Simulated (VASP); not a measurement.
# CaCu2S2 in VASP: notebook

Runs on CaCu2S2. Level: PBE. Tasks: single point.

Program: VASP 6.6.1. These are calculated values, not measurements. Logs are shortened: lines on timing, memory, paths and dates and some standing lists are left out, and cuts for length are marked.

### 1 The cell of the first run

The typed cell holds 5 atoms: a = 3.987 Å, b = 3.987 Å, c = 6.601 Å, α = 90.00°, β = 90.00°, γ = 120.00°.

### 2 Single point, PBE

The input, INCAR:

```
SYSTEM = CaCu2S2
PREC = Accurate
ENCUT = 520
EDIFF = 1E-6
ISMEAR = -1
SIGMA = 0.1031
LREAL = .False.
LASPH = .True.
NELM = 60
ALGO = Normal
ISIF = 2
LWAVE = .False.
LCHARG = .True.
GGA = PE
LELF = .True.
LVHAR = .True.
NBANDS = 30
```

The input, KPOINTS:

```
regular mesh
0
Gamma
  5 5 3
  0 0 0
```

The input, POSCAR:

```
CaCu2S2
1.0
    3.9872360700      0.0000000000      0.0000000000
   -1.9936180300      3.4530476300      0.0000000000
    0.0000000000      0.0000000000      6.6012032600
Cu Ca S
2 1 2
Direct
    0.3333000000      0.6667000000      0.3764900000
    0.6667000000      0.3333000000      0.6235100000
    0.0000000000      0.0000000000      0.0000000000
    0.3333000000      0.6667000000      0.7463000000
    0.6667000000      0.3333000000      0.2537000000
```

Potentials or basis: VASP PAW PBE potentials, release 64 (Cu, Ca_sv, S).

Command:

```sh
$ cat potpaw_PBE.64/Cu/POTCAR potpaw_PBE.64/Ca_sv/POTCAR potpaw_PBE.64/S/POTCAR > POTCAR
$ mpirun -np 1 vasp_std > vasp.out
```

OUTCAR:

```text
SYSTEM = CaCu2S2
   PREC = Accurate
   ENCUT = 520
   EDIFF = 1E-6
   ISMEAR = -1
   LREAL = .False.
   LASPH = .True.
   NELM = 60
   ISIF = 2
   GGA = PE

 ion  position               nearest neighbor table
   1  0.333  0.667  0.376-   5 2.44   5 2.44   5 2.44   4 2.44
   2  0.667  0.333  0.624-   4 2.44   4 2.44   4 2.44   5 2.44
   3  0.000  0.000  0.000-   4 2.85   5 2.85   4 2.85   5 2.85   5 2.85   4 2.85
   4  0.333  0.667  0.746-   2 2.44   2 2.44   2 2.44   1 2.44   3 2.85   3 2.85   3 2.85
   5  0.667  0.333  0.254-   1 2.44   1 2.44   1 2.44   2 2.44   3 2.85   3 2.85   3 2.85

  LATTYP: Found a hexagonal cell.
 ALAT       =     3.9872360700
 C/A-ratio  =     1.6555837538

  Lattice vectors:

 A1 = (   3.9872360700,   0.0000000000,   0.0000000000)
 A2 = (  -1.9936180300,   3.4530476300,   0.0000000000)
 A3 = (   0.0000000000,   0.0000000000,   6.6012032600)

Analysis of symmetry for initial positions (statically):
=====================================================================
 Subroutine PRICEL returns:
 Original cell was already a primitive cell.

 Routine SETGRP: Setting up the symmetry group for a
 hexagonal supercell.

 Subroutine GETGRP returns: Found  4 space group operations
 (whereof  4 operations were pure point group operations)
 out of a pool of 24 trial point group operations.

The static configuration has the point symmetry C_2h.

Analysis of symmetry for dynamics (positions and initial velocities):
=====================================================================
 Subroutine PRICEL returns:
 Original cell was already a primitive cell.

 Routine SETGRP: Setting up the symmetry group for a
 hexagonal supercell.

 Subroutine GETGRP returns: Found  4 space group operations
 (whereof  4 operations were pure point group operations)
 out of a pool of 24 trial point group operations.

The dynamic configuration has the point symmetry C_2h.

 Subroutine INISYM returns: Found  4 space group operations
 (whereof  4 operations are pure point group operations),
 and found     1 'primitive' translations

----------------------------------------------------------------------------------------

                                     Primitive cell

  volume of cell :      90.8861

  direct lattice vectors                    reciprocal lattice vectors
     3.987236070  0.000000000  0.000000000     0.250800299  0.144799624  0.000000000
    -1.993618030  3.453047630  0.000000000     0.000000000  0.289599249  0.000000000
     0.000000000  0.000000000  6.601203260     0.000000000  0.000000000  0.151487534

  length of vectors
     3.987236070  3.987235983  6.601203260     0.289599243  0.289599249  0.151487534

  position of ions in fractional coordinates (direct lattice)
     0.333300000  0.666700000  0.376490000
     0.666700000  0.333300000  0.623510000
     0.000000000  0.000000000  0.000000000
     0.333300000  0.666700000  0.746300000
     0.666700000  0.333300000  0.253700000

  ion indices of the primitive-cell ions
   primitive index   ion index
                 1           1
                 2           2
                 3           3
                 4           4
                 5           5

----------------------------------------------------------------------------------------

 KPOINTS: regular mesh

Automatic generation of k-mesh.
 Grid dimensions read from file:
 generate k-points for:    5    5    3

 Generating k-lattice:

  Cartesian coordinates                     Fractional coordinates (reciprocal lattice)
     0.050160060  0.028959925  0.000000000     0.200000000 -0.000000000  0.000000000
     0.000000000  0.057919850  0.000000000     0.000000000  0.200000000  0.000000000
     0.000000000  0.000000000  0.050495845     0.000000000  0.000000000  0.333333333

  Length of vectors
     0.057919849  0.057919850  0.050495845

  Shift w.r.t. Gamma in fractional coordinates (k-lattice)
     0.000000000  0.000000000  0.000000000

 Subroutine IBZKPT returns following result:
 ===========================================

 Found     24 irreducible k-points:

 Following reciprocal coordinates:
            Coordinates               Weight
  0.000000  0.000000  0.000000      1.000000
  0.200000  0.000000  0.000000      4.000000
 -0.200000  0.200000  0.000000      2.000000
  0.400000  0.000000  0.000000      4.000000
 -0.400000  0.400000  0.000000      2.000000
  0.200000  0.200000  0.000000      2.000000
[... 16 lines left out ...]
  0.400000  0.400000  0.333333      4.000000
 -0.400000 -0.200000  0.333333      4.000000
   k-points           NKPTS =     24   k-points in BZ     NKDIM =     24   number of bands    NBANDS=     30
   number of dos      NEDOS =    301   number of ions     NIONS =      5
   total plane-waves  NPLWV =  45000
   dimension x,y,z NGX =    30 NGY =   30 NGZ =   50
   dimension x,y,z NGXF=    60 NGYF=   60 NGZF=  100
   ions per type =               2   1   2
   NGX,Y,Z   is equivalent  to a cutoff of  12.51, 12.51, 12.59 a.u.
   NGXF,Y,Z  is equivalent  to a cutoff of  25.02, 25.02, 25.18 a.u.
 SYSTEM =  CaCu2S2
   PREC   = accura    normal or accurate (medium, high low for compatibility)
   ISTART =      0    job   : 0-new  1-cont  2-samecut
   ICHARG =      2    charge: 1-file 2-atom 10-const
   ISPIN  =      1    spin polarized calculation?
   LNONCOLLINEAR =      F non collinear calculations
   LSORBIT =      F    spin-orbit coupling
   LASPH  =      T    aspherical Exc in radial PAW
   ENCUT  =  520.0 eV  38.22 Ry    6.18 a.u.   7.41  7.41 12.27*2*pi/ulx,y,z
   NELM   =     60;   NELMIN=  2; NELMDL= -5     # of ELM steps
   EDIFF  = 0.1E-05   stopping-criterion for ELM
   LREAL  =      F    real-space projection
   EDIFFG = 0.1E-04   stopping-criterion for IOM
   NSW    =      0    number of steps for IOM
   IBRION =     -1    ionic relax: 0-MD 1-quasi-New 2-CG
   NFREE  =      0    steps in history (QN), initial steepest desc. (CG)
   ISIF   =      2    stress and relaxation
   ISYM   =      2    0-nonsym 1-usesym 2-fastsym
   POTIM  = 0.5000    time-step for ionic-motion
   TEBEG  =    0.0;   TEEND  =   0.0 temperature during run
   PSTRESS=    0.0 pullay stress
   NELECT =      44.0000    total number of electrons
   NUPDOWN=      -1.0000    fix difference up-down
   EMIN   =  10.00;   EMAX   =-10.00  energy-range for DOS
   EFERMI =   0.00;   METHOD = LEGACY
   ISMEAR =    -1;   SIGMA  =   0.10  broadening in eV -4-tet -1-fermi 0-gaus
   EFERMI_NEDOS =   21; number of points for ismear=-14 and -15
   IALGO  =     38    algorithm
   IMIX   =      4    mixing-type and parameters
     AMIX     =   0.40;   BMIX     =  1.00
     AMIX_MAG =   1.60;   BMIX_MAG =  1.00
  volume/ion in A,a.u.               =      18.18       122.67
  Fermi-wavevector in a.u.,A,eV,Ry     =   1.285464  2.429174 22.482500  1.652417
  Thomas-Fermi vector in A             =   2.417597
   LORBIT       =      0    0 simple, 1 ext, 2 COOP (PROOUT), +10 PAW based schemes
   GGA     = PE    functional components
   LHFCALC =     F    Hartree Fock is set to
   AEXX    =    0.0000 exact exchange contribution
   IVDW    =     0    specifies the selected vdW correction
   LEPSILON=     F    determine dielectric tensor
   LRPA    =     F    only Hartree local field effects (RPA)
 non-spin polarized calculation
  energy-cutoff  :      520.00
  volume of cell :       90.89
 maximum number of plane-waves:      2467
 NGX is ok and might be reduce to    30
   NGX = 15   NGY = 15   NGZ = 25

 number of electron      44.0000021 magnetization

 Free energy of the ion-electron system (eV)
  ---------------------------------------------------
  ext. energy  EPLUGINS =         0.00000000
  ---------------------------------------------------
  free energy    TOTEN  =       -22.27883844 eV

  energy without entropy =      -22.27812574  energy(sigma->0) =      -22.27848209

 E-fermi :   5.7242     XC(G=0): -10.2432

 val. band max:        5.1661373914   @ k =   0.0000   0.0000   0.0000
 cond. band min:       6.1254206186   @ k =   0.0000   0.0000   0.0000
 fundamental gap:      0.9592832272
 Fermi energy:         5.7241905681

 k-point     1 :       0.0000    0.0000    0.0000
  band No.  band energies     occupation
      1     -35.4768      2.00000
      2     -16.5659      2.00000
      3     -16.4739      2.00000
      4     -16.4739      2.00000
      5      -8.5402      2.00000
      6      -7.7175      2.00000
[... 22 lines left out ...]
     29       9.2086      0.00000
     30      11.3051      0.00000

 k-point     2 :       0.2000    0.0000    0.0000
  band No.  band energies     occupation
      1     -35.4738      2.00000
      2     -16.5524      2.00000
      3     -16.5206      2.00000
      4     -16.4834      2.00000
      5      -8.3101      2.00000
      6      -7.6696      2.00000
[... 22 lines left out ...]
     29       9.6928      0.00000
     30      11.2218      0.00000

 k-point     3 :      -0.2000    0.2000    0.0000
  band No.  band energies     occupation
      1     -35.4738      2.00000
      2     -16.5524      2.00000
      3     -16.5206      2.00000
      4     -16.4834      2.00000
      5      -8.3101      2.00000
      6      -7.6697      2.00000
[... 22 lines left out ...]
     29       9.6925      0.00000
     30      11.2212      0.00000

 k-point     4 :       0.4000    0.0000    0.0000
  band No.  band energies     occupation
      1     -35.4690      2.00000
      2     -16.5955      2.00000
      3     -16.5293      2.00000
      4     -16.4987      2.00000
      5      -7.8564      2.00000
      6      -7.6272      2.00000
[... 22 lines left out ...]
     29      10.2863      0.00000
     30      11.2411      0.00000

 k-point     5 :      -0.4000    0.4000    0.0000
  band No.  band energies     occupation
      1     -35.4690      2.00000
      2     -16.5955      2.00000
      3     -16.5293      2.00000
      4     -16.4987      2.00000
      5      -7.8565      2.00000
      6      -7.6272      2.00000
[... 22 lines left out ...]
     29      10.2860      0.00000
     30      11.2412      0.00000
[... 526 lines left out ...]
     29      10.6287      0.00000
     30      11.1055      0.00000

 k-point    22 :       0.4000    0.2000    0.3333
  band No.  band energies     occupation
      1     -35.4675      2.00000
      2     -16.5902      2.00000
      3     -16.5310      2.00000
      4     -16.5231      2.00000
      5      -7.7205      2.00000
      6      -7.5919      2.00000
[... 22 lines left out ...]
     29      10.8345      0.00000
     30      11.0034      0.00000

 k-point    23 :       0.4000    0.4000    0.3333
  band No.  band energies     occupation
      1     -35.4675      2.00000
      2     -16.5902      2.00000
      3     -16.5310      2.00000
      4     -16.5231      2.00000
      5      -7.7206      2.00000
      6      -7.5918      2.00000
[... 22 lines left out ...]
     29      10.8341      0.00000
     30      11.0033      0.00000

 k-point    24 :      -0.4000   -0.2000    0.3333
  band No.  band energies     occupation
      1     -35.4675      2.00000
      2     -16.5902      2.00000
      3     -16.5310      2.00000
      4     -16.5231      2.00000
      5      -7.7205      2.00000
      6      -7.5919      2.00000
[... 22 lines left out ...]
     29      10.8343      0.00000
     30      11.0035      0.00000

------------------------ aborting loop because EDIFF is reached ----------------------------------------

  FORCE on cell =-STRESS in cart. coord.  units (eV):
  Direction    XX          YY          ZZ          XY          YZ          ZX
  --------------------------------------------------------------------------------------
  -------------------------------------------------------------------------------------
  Total       -1.6929677     -1.6926718     -1.7024342      0.0002561      0.0001428     -0.0002473
  in kB      -29.8443160    -29.8391004    -30.0111954      0.0045153      0.0025180     -0.0043601
  external PRESSURE =     -29.8982039 kB  Pullay stress =       0.0000000 kB

 VOLUME and BASIS-vectors are now :
 -----------------------------------------------------------------------------
  energy-cutoff  :      520.00
  volume of cell :       90.89
      direct lattice vectors                 reciprocal lattice vectors
     3.987236070  0.000000000  0.000000000     0.250800299  0.144799624  0.000000000
    -1.993618030  3.453047630  0.000000000     0.000000000  0.289599249  0.000000000
     0.000000000  0.000000000  6.601203260     0.000000000  0.000000000  0.151487534

 POSITION                                       TOTAL-FORCE (eV/Angst)
 -----------------------------------------------------------------------------------
     -0.00020      2.30215      2.48529         0.000594     -0.000343      0.028440
      1.99382      1.15090      4.11592        -0.000594      0.000343     -0.028440
      0.00000      0.00000      0.00000        -0.000000      0.000000      0.000000
     -0.00020      2.30215      4.92648         0.001031     -0.000595     -0.302126
      1.99382      1.15090      1.67473        -0.001031      0.000595      0.302126
 -----------------------------------------------------------------------------------
    total drift:                               -0.000000      0.000000      0.000000

  FREE ENERGIE OF THE ION-ELECTRON SYSTEM (eV)
  ---------------------------------------------------
  free  energy   TOTEN  =       -22.2788384379 eV

  energy  without entropy=      -22.2781257433  energy(sigma->0) =      -22.27848209
```

It took 1.9 min on 1 thread of Intel Xeon 8259CL, shared host; peak memory 0.24 GiB.

Results:

```yaml
Free_energy: -22.2788 eV
Pressure: -3.0 GPa
Largest_force: 0.302 eV/Å
Band_gap_on_the_k_mesh: 0.96 eV
```

Forces on the atoms (eV/Å):
```
Cu   0.001  0.000  0.028
Cu  -0.001  0.000 -0.028
Ca   0.000  0.000  0.000
S    0.001 -0.001 -0.302
S   -0.001  0.001  0.302
```

PBE gaps usually lie below the measured ones, often by a third to a half.

(Continued in part 2 of 2.)
